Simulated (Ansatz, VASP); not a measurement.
# LuBiF6 in VASP and in Ansatz

```xyz
8
Lattice="3.5025 0.0000 0.0000 0.0000 3.5025 0.0000 0.0000 0.0000 6.9999" Properties=species:S:1:pos:R:3 pbc="T T T"
Lu    0.0000    0.0000    3.5000
Bi    0.0000    0.0000    0.0000
F     1.7512    1.7512    0.0000
F     1.7512    1.7512    3.5000
F     1.7512    0.0000    1.8200
F     1.7512    0.0000    5.1799
F     0.0000    1.7512    1.8200
F     0.0000    1.7512    5.1799
```

Alike in both runs: task single point; functional r2SCAN; dispersion rVV10; k mesh 8 × 8 × 4; occupations fermi-dirac, width 0.03 eV; no spin polarisation.

|  | VASP | Ansatz |
| --- | --- | --- |
| version | VASP 6.6.1 | Ansatz 0.2.0 |
| potentials or method | VASP PAW PBE potentials, release 64 (Lu, Bi_d, F) | plane waves, PAW |
| plane-wave cutoff (eV) | 520 | 500 |
| valence electrons in the cell | 82 | 82 |

Ansatz gave:

| Quantity | Value |
| --- | --- |
| gap on the k mesh at the Fermi level (eV) | 3.92 |
| pressure (GPa) | 0.0 |
| rms of the force components (eV/Å) | 0.001 |

Question: Which values does VASP return?

Answer: gap on the k mesh at the Fermi level (eV): 3.89; pressure (GPa): 0.5; rms of the force components (eV/Å): 0.007.

VASP's potentials were made for PBE, not for r2SCAN. Atom by atom the forces differ by 0.006 eV/Å (rms over components).

Spin-orbit coupling is off throughout.
